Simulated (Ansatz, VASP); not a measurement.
**BN in VASP and in Ansatz**

```
CELL_PARAMETERS angstrom
0.00000 1.83981 1.83981
1.83981 0.00000 1.83981
1.83981 1.83981 0.00000
ATOMIC_POSITIONS crystal
B 0.00000 0.00000 0.00000
N 0.25000 0.25000 0.25000
```

Alike in both runs: task relaxation of the atoms; functional r2SCAN; k mesh 14 × 14 × 14; occupations fermi-dirac, width 0.02 eV; no spin polarisation.

```csv
,VASP,Ansatz
version,VASP 6.6.1,Ansatz 0.2.0
potentials or method,"VASP PAW PBE potentials, release 64 (B, N), cutoff 520 eV",PAW plane waves
valence electrons in the cell,8,8
```

```csv
,VASP,Ansatz,Ansatz less VASP
"gap on the k mesh at the Fermi level, each at its own relaxed structure (eV)",4.91,4.92,+0.009
```

VASP's potentials were made for PBE, not for r2SCAN. Ansatz's warnings: stress scf threshold loose.

Noted on VASP's run: the relaxation stopped at its first step, so nothing moved.
